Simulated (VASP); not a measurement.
# In (P6_3/mmc) in VASP: notebook

In is run at these levels: LDA; tasks: single point, relaxation of cell and atoms.

All numbers are computed with VASP 6.6.1; they aren't measurements. Logs are shortened: lines on timing, memory, paths and dates and some standing lists are left out, and cuts for length are marked.

## 1. The cell of the first run

Symmetry: P6_3/mmc, No. 194, hexagonal system. Conventional cell: a = 2.749 Å, b = 2.749 Å, c = 4.564 Å, α = 90.00°, β = 90.00°, γ = 120.00°. Within 3.6 Å of In (site symmetry -6m2) lie 12 In at 2.75 to 2.78 Å.

## 2. Single point, LDA

File INCAR:

```
SYSTEM = In
PREC     = Accurate       ! precision mode
ENCUT    = 520            ! plane-wave cutoff, eV
EDIFF    = 1E-6           ! SCF threshold, eV
ISMEAR   = -1             ! smearing method
SIGMA    = 0.1            ! smearing width, eV
LREAL    = .FALSE.        ! projectors in reciprocal space
LASPH    = .TRUE.         ! aspherical terms in the spheres
NELM     = 60             ! most SCF steps
ALGO     = Normal         ! electronic algorithm
ISIF     = 2              ! what is computed and relaxed
LWAVE    = .FALSE.        ! write WAVECAR
LCHARG   = .FALSE.        ! write CHGCAR
GGA      = CA             ! functional
NBANDS   = 20             ! bands
```

File KPOINTS:

```
regular mesh
0
G
  16 16 9
  0 0 0
```

File POSCAR:

```
In
1.0
    2.7491460798      0.0000000000      0.0000000000
   -1.3745730399      2.3808303438      0.0000000000
    0.0000000000      0.0000000000      4.5644586414
In
2
Direct
    0.3333333333      0.6666666667      0.2500000000
    0.6666666667      0.3333333333      0.7500000000
```

Potentials or basis: VASP PAW LDA potentials, release 64 (In_d).

Run with:

```
cat potpaw_LDA.64/In_d/POTCAR > POTCAR
mpirun -np 1 vasp_std > vasp.out
```

OUTCAR:

```text
SYSTEM = In
   PREC = Accurate
   ENCUT = 520
   EDIFF = 1E-6
   ISMEAR = -1
   LREAL = .FALSE.
   LASPH = .TRUE.
   NELM = 60
   ISIF = 2
   GGA = CA

 ion  position               nearest neighbor table
   1  0.333  0.667  0.250-   2 2.78   2 2.78   2 2.78   2 2.78   2 2.78   2 2.78   2 3.91   2 3.91
                             2 3.91   2 3.91   2 3.91   2 3.91
   2  0.667  0.333  0.750-   1 2.78   1 2.78   1 2.78   1 2.78   1 2.78   1 2.78   1 3.91   1 3.91
                             1 3.91   1 3.91   1 3.91   1 3.91

  LATTYP: Found a hexagonal cell.
 ALAT       =     2.7491460798
 C/A-ratio  =     1.6603186986

  Lattice vectors:

 A1 = (   2.7491460798,   0.0000000000,   0.0000000000)
 A2 = (  -1.3745730399,   2.3808303438,   0.0000000000)
 A3 = (   0.0000000000,   0.0000000000,   4.5644586414)

Analysis of symmetry for initial positions (statically):
=====================================================================
 Subroutine PRICEL returns:
 Original cell was already a primitive cell.

 Routine SETGRP: Setting up the symmetry group for a
 hexagonal supercell.

 Subroutine GETGRP returns: Found 24 space group operations
 (whereof 12 operations were pure point group operations)
 out of a pool of 24 trial point group operations.

The static configuration has the point symmetry D_3d.
 The point group associated with its full space group is D_6h.

Analysis of symmetry for dynamics (positions and initial velocities):
=====================================================================
 Subroutine PRICEL returns:
 Original cell was already a primitive cell.

 Routine SETGRP: Setting up the symmetry group for a
 hexagonal supercell.

 Subroutine GETGRP returns: Found 24 space group operations
 (whereof 12 operations were pure point group operations)
 out of a pool of 24 trial point group operations.

The dynamic configuration has the point symmetry D_3d.
 The point group associated with its full space group is D_6h.

 Subroutine INISYM returns: Found 24 space group operations
 (whereof 12 operations are pure point group operations),
 and found     1 'primitive' translations

----------------------------------------------------------------------------------------

                                     Primitive cell

  volume of cell :      29.8755

  direct lattice vectors                    reciprocal lattice vectors
     2.749146080  0.000000000  0.000000000     0.363749314  0.210010764  0.000000000
    -1.374573040  2.380830344  0.000000000     0.000000000  0.420021528  0.000000000
     0.000000000  0.000000000  4.564458641     0.000000000  0.000000000  0.219084031

  length of vectors
     2.749146080  2.749146080  4.564458641     0.420021528  0.420021528  0.219084031

  position of ions in fractional coordinates (direct lattice)
     0.333333333  0.666666667  0.250000000
     0.666666667  0.333333333  0.750000000

  ion indices of the primitive-cell ions
   primitive index   ion index
                 1           1
                 2           2

----------------------------------------------------------------------------------------

 KPOINTS: regular mesh

Automatic generation of k-mesh.
 Grid dimensions read from file:
 generate k-points for:   16   16    9

 Generating k-lattice:

  Cartesian coordinates                     Fractional coordinates (reciprocal lattice)
     0.022734332  0.013125673  0.000000000     0.062500000  0.000000000  0.000000000
     0.000000000  0.026251346  0.000000000     0.000000000  0.062500000  0.000000000
     0.000000000  0.000000000  0.024342670     0.000000000  0.000000000  0.111111111

  Length of vectors
     0.026251346  0.026251346  0.024342670

  Shift w.r.t. Gamma in fractional coordinates (k-lattice)
     0.000000000  0.000000000  0.000000000

 Subroutine IBZKPT returns following result:
 ===========================================

 Found    150 irreducible k-points:

 Following reciprocal coordinates:
            Coordinates               Weight
  0.000000  0.000000  0.000000      1.000000
  0.062500 -0.000000  0.000000      6.000000
  0.125000 -0.000000  0.000000      6.000000
  0.187500 -0.000000  0.000000      6.000000
  0.250000 -0.000000  0.000000      6.000000
  0.312500 -0.000000  0.000000      6.000000
[... 16 lines left out ...]
  0.187500  0.187500  0.000000      6.000000
  0.250000  0.187500  0.000000     12.000000
 [... further k-points ...]
   k-points           NKPTS =    150   k-points in BZ     NKDIM =    150   number of bands    NBANDS=     20
   number of dos      NEDOS =    301   number of ions     NIONS =      2
   total plane-waves  NPLWV =  14400
   dimension x,y,z NGX =    20 NGY =   20 NGZ =   36
   dimension x,y,z NGXF=    40 NGYF=   40 NGZF=   72
   ions per type =               2
   NGX,Y,Z   is equivalent  to a cutoff of  12.09, 12.09, 13.11 a.u.
   NGXF,Y,Z  is equivalent  to a cutoff of  24.19, 24.19, 26.22 a.u.
 SYSTEM =  In
[... 82 lines left out ...]
      6       0.0846      2.00000
[... 12 lines left out ...]
     19      32.4877      0.00000
     20      32.6183      0.00000

 k-point     3 :       0.1250   -0.0000    0.0000
  band No.  band energies     occupation
      1      -0.7369      2.00000
      2      -0.2838      2.00000
      3      -0.0410      2.00000
      4       0.0467      2.00000
      5       0.0799      2.00000
      6       0.2030      2.00000
[... 12 lines left out ...]
     19      30.6291      0.00000
     20      32.5222      0.00000

 k-point     4 :       0.1875   -0.0000    0.0000
  band No.  band energies     occupation
      1      -0.7040      2.00000
      2      -0.2837      2.00000
      3      -0.0947      2.00000
      4       0.0462      2.00000
      5       0.1748      2.00000
      6       0.1913      2.00000
[... 12 lines left out ...]
     19      29.6716      0.00000
     20      32.1776      0.00000

 k-point     5 :       0.2500   -0.0000    0.0000
  band No.  band energies     occupation
      1      -0.7869      2.00000
      2      -0.3152      2.00000
      3      -0.1774      2.00000
      4      -0.0382      2.00000
      5       0.1046      2.00000
      6       0.3485      2.00000
[... 12 lines left out ...]
     19      29.2251      0.00000
     20      31.7773      0.00000

 k-point     6 :       0.3125   -0.0000    0.0000
  band No.  band energies     occupation
      1      -0.9114      2.00000
      2      -0.4223      2.00000
      3      -0.4056      2.00000
      4       0.0236      2.00000
      5       0.1069      2.00000
      6       0.3680      2.00000
[... 12 lines left out ...]
     19      28.5277      0.00000
     20      30.4138      0.00000

 k-point     7 :       0.3750   -0.0000    0.0000
  band No.  band energies     occupation
      1      -1.0246      2.00000
      2      -0.5944      2.00000
      3      -0.5241      2.00000
      4      -0.0416      2.00000
      5       0.2295      2.00000
      6       0.2802      2.00000
[... 12 lines left out ...]
     19      27.9453      0.00000
     20      29.3854      0.00000
[... 277 lines left out ...]
 k-point    20 :       0.3125    0.1250    0.0000
  band No.  band energies     occupation
      1      -0.8475      2.00000
      2      -0.6043      2.00000
      3      -0.4029      2.00000
      4      -0.0914      2.00000
      5       0.2034      2.00000
      6       0.2846      2.00000
[... 12 lines left out ...]
     19      26.7435      0.00000
     20      30.4176      0.00000

 k-point    21 :       0.3750    0.1250    0.0000
  band No.  band energies     occupation
      1      -0.9199      2.00000
      2      -0.7168      2.00000
      3      -0.4411      2.00000
      4      -0.1040      2.00000
      5       0.2118      2.00000
      6       0.2994      2.00000
[... 12 lines left out ...]
     19      26.2835      0.00000
     20      30.2958      0.00000

 k-point    22 :       0.4375    0.1250    0.0000
  band No.  band energies     occupation
      1      -0.9453      2.00000
      2      -0.7554      2.00000
      3      -0.4567      2.00000
      4      -0.1058      2.00000
      5       0.1841      2.00000
      6       0.3351      2.00000
[... 12 lines left out ...]
     19      26.1239      0.00000
     20      30.2541      0.00000

 k-point    23 :       0.1875    0.1875    0.0000
  band No.  band energies     occupation
      1      -0.5114      2.00000
      2      -0.5098      2.00000
      3      -0.3918      2.00000
      4      -0.0787      2.00000
      5       0.1309      2.00000
      6       0.3761      2.00000
[... 12 lines left out ...]
     19      25.8686      0.00000
     20      32.3672      0.00000

 k-point    24 :       0.2500    0.1875    0.0000
  band No.  band energies     occupation
      1      -0.6119      2.00000
      2      -0.5588      2.00000
      3      -0.4025      2.00000
      4      -0.1143      2.00000
      5       0.1992      2.00000
      6       0.3163      2.00000
[... 12 lines left out ...]
     19      25.0734      0.00000
     20      32.7582      0.00000

 [... further k-points ...]

------------------------ aborting loop because EDIFF is reached ----------------------------------------

  FORCE on cell =-STRESS in cart. coord.  units (eV):
  Direction    XX          YY          ZZ          XY          YZ          ZX
  --------------------------------------------------------------------------------------
  -------------------------------------------------------------------------------------
  Total       16.9530996     16.9530996     16.9554713      0.0000000     -0.0000000      0.0000000
  in kB      909.1680224    909.1680224    909.2952132      0.0000000     -0.0000000      0.0000000
  external PRESSURE =     909.2104193 kB  Pullay stress =       0.0000000 kB

 VOLUME and BASIS-vectors are now :
 -----------------------------------------------------------------------------
  energy-cutoff  :      520.00
  volume of cell :       29.88
      direct lattice vectors                 reciprocal lattice vectors
     2.749146080  0.000000000  0.000000000     0.363749314  0.210010764  0.000000000
    -1.374573040  2.380830344  0.000000000     0.000000000  0.420021528  0.000000000
     0.000000000  0.000000000  4.564458641     0.000000000  0.000000000  0.219084031

 POSITION                                       TOTAL-FORCE (eV/Angst)
 -----------------------------------------------------------------------------------
     -0.00000      1.58722      1.14111         0.000000     -0.000000      0.000000
      1.37457      0.79361      3.42334        -0.000000      0.000000      0.000000
 -----------------------------------------------------------------------------------
    total drift:                               -0.000000      0.000000      0.000000

  FREE ENERGIE OF THE ION-ELECTRON SYSTEM (eV)
  ---------------------------------------------------
  free  energy   TOTEN  =        -3.0781169539 eV

  energy  without entropy=       -3.0565193677  energy(sigma->0) =       -3.06731816
```

Run time: 3.2 min. Hardware: 1 thread of AMD EPYC 7R13, shared host; peak memory 0.15 GiB.

Results:

```
Free energy            : -3.0781 eV
Pressure               : 90.9 GPa
Band gap on the k mesh : zero (band 13 reaches 20.66 eV, above the bottom of band 14 at 13.06 eV)
```

Levels at points of the mesh, in eV from the Fermi level:
```
           k point  band 11  band 12  band 13  band 14  band 15  band 16
(0.00, 0.00, 0.00)   -15.03    -6.98    -4.94    11.38    12.71    12.78
(0.50, 0.00, 0.00)    -7.09    -6.40     0.15     0.36     2.24     3.55
```

Caveat: spin-orbit coupling is left out, which moves the levels of the heavy elements.

## 3. Single point, LDA

File INCAR:

```
PREC = Accurate
ENCUT = 520
EDIFF = 1E-6
ISMEAR = -1
SIGMA = 0.1
LREAL = False
LASPH = True
NELM = 100
ALGO = Normal
ISIF = 2
LWAVE = False
LCHARG = False
NBANDS = 20
```

File KPOINTS:

```
regular mesh
0
Gamma
  16 16 9
```

POSCAR: that of step 2 with these lines changed.

```diff
@@ -2,3 +2,3 @@
 1.0
-    2.7491460798      0.0000000000      0.0000000000
+    2.7491460798      0.0000000001      0.0000000000
    -1.3745730399      2.3808303438      0.0000000000
```

Potentials or basis: VASP PAW LDA potentials, release 64 (In_d).

Run with:

```
cat potpaw_LDA.64/In_d/POTCAR > POTCAR
mpirun -np 1 vasp_std > vasp.out
```

It took 2.6 min on 1 thread of AMD EPYC 7R13, shared host; peak memory 0.15 GiB.

Results (log left out):

```yaml
Free_energy: -3.0781 eV
Pressure: 90.9 GPa
Band_gap_on_the_k_mesh: zero (band 13 reaches 20.66 eV, above the bottom of band 14 at 13.06 eV)
```

Levels at points of the mesh, in eV from the Fermi level:
```csv
k point,band 11,band 12,band 13,band 14,band 15,band 16
"(0.00, 0.00, 0.00)",-15.03,-6.98,-4.94,11.38,12.71,12.78
"(0.50, 0.00, 0.00)",-7.09,-6.40,0.15,0.36,2.24,3.55
```

Caveat: spin-orbit coupling is left out, which moves the levels of the heavy elements.

## 4. Relaxation of cell and atoms, LDA, target pressure 90 GPa, at which the enthalpy is minimised

File INCAR:

```
SYSTEM = In
  PREC = Accurate
  ENCUT = 600
  EDIFF = 1E-7
  ISMEAR = -1
  SIGMA = 0.1
  LREAL = .False.
  LASPH = .True.
  NELM = 80
  ALGO = Normal
  ISIF = 3
  LWAVE = .False.
  LCHARG = .False.
  GGA = CA
  IBRION = 2
  NSW = 32
  EDIFFG = -0.005
  PSTRESS = 900.0
```

File KPOINTS:

```
regular mesh
0
Gamma
  16 16 9
  0 0 0
```

File POSCAR:

```
In
1.0
    2.7491460798      0.0000000000      0.0000000000
   -1.3745730400      2.3808303438      0.0000000000
    0.0000000000      0.0000000000      4.5644586414
In
2
Direct
    0.3333333333      0.6666666667      0.2500000000
    0.6666666667      0.3333333333      0.7500000000
```

Run with:

```
cat potpaw_LDA.64/In_d/POTCAR > POTCAR
mpirun -np 1 vasp_std > vasp.out
```

It took 56 s on 1 thread of Intel Xeon 6975P-C (Granite Rapids), shared host; peak memory 0.2 GiB.

Results (log left out):

- Free energy: -3.1215 eV
- Relaxed volume: 14.98 Å³/atom
- Relaxed cell: a = 2.751 Å, b = 2.751 Å, c = 4.568 Å, α = 90.00°, β = 90.00°, γ = 120.00°
- Space group after relaxing (to 0.05 Å): P6_3/mmc (No. 194)
- Energy change on relaxing (the enthalpy is what falls): -21.6 meV/atom
- Ionic steps: 3
- Pressure after relaxing: 90.0 GPa
- Band gap on the k mesh: zero (band 13 reaches 20.59 eV, above the bottom of band 14 at 13.00 eV)

Step by step:
```tsv
step	energy change (eV)	largest force (eV/Å)	pressure (GPa)	volume (Å³)
1	0.0000	0.0000	91.01	29.88
2	-0.2253	0.0000	85.57	30.28
3	-0.0431	0.0000	90.03	29.95
```

Final structure:
```xyz
2
Lattice="2.7515 0.0000 0.0000 -1.3757 2.3828 0.0000 0.0000 0.0000 4.5684" Properties=species:S:1:pos:R:3 pbc="T T T"
In    0.0000    1.5886    1.1421
In    1.3757    0.7943    3.4263
```

Levels at points of the mesh, in eV from the Fermi level:
| k point | band 11 | band 12 | band 13 | band 14 | band 15 | band 16 |
| --- | --- | --- | --- | --- | --- | --- |
| (0.00, 0.00, 0.00) | -15.00 | -6.96 | -4.94 | 11.38 | 12.71 | 12.76 |
| (0.50, 0.00, 0.00) | -7.07 | -6.39 | 0.15 | 0.37 | 2.23 | 3.55 |

Caveat: the cell is relaxed towards a set pressure, so the enthalpy falls and the energy may rise; spin-orbit coupling is left out, which moves the levels of the heavy elements.

## 5. Relaxation of cell and atoms, LDA, target pressure 90 GPa, at which the enthalpy is minimised

This run uses another cell than the first one, of 14.99 Å³/atom, 1.004 times its volume.

File INCAR:

```
SYSTEM = In
PREC     = Accurate       ! precision mode
ENCUT    = 600            ! plane-wave cutoff, eV
EDIFF    = 1E-6           ! SCF threshold, eV
ISMEAR   = -1             ! smearing method
SIGMA    = 0.1            ! smearing width, eV
LREAL    = .FALSE.        ! projectors in reciprocal space
LASPH    = .TRUE.         ! aspherical terms in the spheres
NELM     = 80             ! most SCF steps
ALGO     = Normal         ! electronic algorithm
ISIF     = 3              ! what is computed and relaxed
LWAVE    = .FALSE.        ! write WAVECAR
LCHARG   = .FALSE.        ! write CHGCAR
IBRION   = 2              ! ionic algorithm
NSW      = 60             ! ionic steps
EDIFFG   = -0.005         ! ionic threshold
PSTRESS  = 900.0
```

File KPOINTS:

```
regular mesh
0
G
  16 16 9
  0 0 0
```

File POSCAR:

```
In
1.0
    2.7751321823      0.0000000000      0.0000000000
   -1.3875660912      2.4033349687      0.0000000000
    0.0000000000      0.0000000000      4.4957141353
In
2
Direct
    0.3333333333      0.6666666667      0.2500000000
    0.6666666667      0.3333333333      0.7500000000
```

Run with:

```
cat potpaw_LDA.64/In_d/POTCAR > POTCAR
mpirun -np 1 vasp_std > vasp.out
```

Run time: 87 s. Hardware: 1 thread of Intel Xeon 6975P-C (Granite Rapids), shared host; peak memory 0.2 GiB.

The run converged. Its results:

| Property | Result |
| --- | --- |
| Free energy | -3.1220 eV |
| Relaxed volume | 14.98 Å³/atom |
| Relaxed cell | a = 2.752 Å, b = 2.752 Å, c = 4.568 Å, α = 90.00°, β = 90.00°, γ = 120.00° |
| Space group after relaxing (to 0.05 Å) | P6_3/mmc (No. 194) |
| Energy change on relaxing (the enthalpy is what falls) | +3.0 meV/atom |
| Ionic steps | 6 |
| Pressure after relaxing | 90.0 GPa |
| Band gap on the k mesh | zero (band 13 reaches 20.59 eV, above the bottom of band 14 at 13.00 eV) |

The path:
```
step  energy change (eV)  largest force (eV/Å)  pressure (GPa)  volume (Å³)
   1              0.0000                0.0000           89.70        29.98
   2              0.0637                0.0000           91.37        29.85
   3              0.0421                0.0000           90.93        29.89
   4              0.0410                0.0000           90.84        29.89
   5             -0.1342                0.0000           86.62        30.21
   6              0.0060                0.0000           89.97        29.95
```

Final structure:
```cif
data_structure
_symmetry_space_group_name_H-M 'P 1'
_symmetry_Int_Tables_number 1
_cell_length_a 2.7517
_cell_length_b 2.7517
_cell_length_c 4.5677
_cell_angle_alpha 90.000
_cell_angle_beta 90.000
_cell_angle_gamma 120.000
_cell_volume 29.95
loop_
_atom_site_label
_atom_site_type_symbol
_atom_site_fract_x
_atom_site_fract_y
_atom_site_fract_z
_atom_site_occupancy
In1 In 0.33333 0.66667 0.25000 1
In2 In 0.66667 0.33333 0.75000 1
```

Levels at points of the mesh, in eV from the Fermi level:
| k point | band 11 | band 12 | band 13 | band 14 | band 15 | band 16 |
| --- | --- | --- | --- | --- | --- | --- |
| (0.00, 0.00, 0.00) | -15.00 | -6.95 | -4.94 | 11.38 | 12.72 | 12.76 |
| (0.50, 0.00, 0.00) | -7.07 | -6.39 | 0.15 | 0.37 | 2.23 | 3.55 |

Caveat: the cell is relaxed towards a set pressure, so the enthalpy falls and the energy may rise; spin-orbit coupling is left out, which moves the levels of the heavy elements.

## 6. Summary

| task | cell | cutoff (eV) | gap on the mesh (eV) | pressure (GPa) |
| --- | --- | --- | --- | --- |
| single point | a = 2.749, b = 2.749, c = 4.564 Å, angles 90.0, 90.0, 120.0°, 2 atoms | 520 | none | 90.9 |
| relaxation of cell and atoms | relaxed to 90 GPa from a = 2.749, b = 2.749, c = 4.564 Å, angles 90.0, 90.0, 120.0°, 2 atoms | 600 | none | 90.0 |
| relaxation of cell and atoms | relaxed to 90 GPa from a = 2.775, b = 2.775, c = 4.496 Å, angles 90.0, 90.0, 120.0°, 2 atoms | 600 | none | 90.0 |

Alike in all rows: level LDA; potentials or basis VASP PAW LDA potentials, release 64 (In_d); no spin polarisation; k mesh 16 × 16 × 9; smearing fermi-dirac 0.1 eV.

Caveats: spin-orbit coupling is left out, which moves the levels of the heavy elements; the cell is relaxed towards a set pressure, so the enthalpy falls and the energy may rise (some runs).

Total energies depend on the potentials used, so only differences within one code and one set of settings carry meaning.
